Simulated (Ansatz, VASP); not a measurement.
## CoSi2 in VASP and in Ansatz

```
Co Si
1.0
     0.00000    2.68097    2.68097
     2.68097    0.00000    2.68097
     2.68097    2.68097    0.00000
Co Si
1 2
Direct
  0.00000 0.00000 0.00000
  0.25000 0.25000 0.25000
  0.75000 0.75000 0.75000
```

Alike in both runs: functional PBE; k mesh 16 × 16 × 16; occupations fermi-dirac, width 0.15 eV; no spin polarisation.

Ansatz relaxed the structure, and its values are those at the end. VASP's run is a single point on that final structure, the one shown.

|  | VASP | Ansatz |
| --- | --- | --- |
| version | VASP 6.6.1 | Ansatz 0.2.0 |
| potentials or method | VASP PAW PBE potentials, release 64 (Co, Si), cutoff 520 eV | scalar-relativistic, plane waves, PAW |
| valence electrons in the cell | 17 | 25 |

```csv
,VASP,Ansatz,Ansatz less VASP
gap on the k mesh at the Fermi level (eV),none,none,-
pressure (GPa),-0.1,0.0,+0.14
```

A gap of «none» marks a metal or a gap that the smearing closes. VASP's potentials hold 17 valence electrons a cell and Ansatz's 25, so a difference there can come from the potentials and not from the codes.
